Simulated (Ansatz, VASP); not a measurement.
# Two plane-wave programs on Pd

```xyz
12
Lattice="3.1933 1.8437 6.3857 -3.1933 1.8437 6.3857 0.0000 -3.6873 6.3857" Properties=species:S:1:pos:R:3 pbc="T T T"
Pd   -1.2897    0.7446    4.3802
Pd    0.0000   -1.4892    4.3802
Pd    1.2897    0.7446    4.3802
Pd    1.2897   -0.7446   14.7769
Pd   -1.2897   -0.7446   14.7769
Pd    0.0000    1.4892   14.7769
Pd   -1.2907    0.7452    7.0877
Pd    0.0000   -1.4903    7.0877
Pd    1.2907    0.7452    7.0877
Pd    1.2907   -0.7452   12.0694
Pd   -1.2907   -0.7452   12.0694
Pd    0.0000    1.4903   12.0694
```

Alike in both runs: functional PBEsol; k mesh 9 × 9 × 9; occupations gaussian, width 0.1 eV; no spin polarisation.

Ansatz relaxed the structure, and its values are those at the end. VASP's run is a single point on that final structure, the one shown.

|  | VASP | Ansatz |
| --- | --- | --- |
| version | VASP 6.6.1 | Ansatz 0.2.0 |
| potentials or method | VASP PAW PBE potentials, release 64 (Pd), cutoff 520 eV | scalar-relativistic, plane waves, PAW |
| valence electrons in the cell | 120 | 216 |

|  | VASP | Ansatz | Ansatz less VASP |
| --- | --- | --- | --- |
| gap on the k mesh at the Fermi level (eV) | none | none | - |
| pressure (GPa) | -0.4 | 0.0 | +0.40 |

VASP's potentials were made for PBE, not for PBEsol. A gap of «none» marks a metal or a gap that the smearing closes. With one functional, cell and mesh, what is left measures potentials, basis and numerics. VASP's potentials hold 120 valence electrons a cell and Ansatz's 216, so a difference there can come from the potentials and not from the codes.
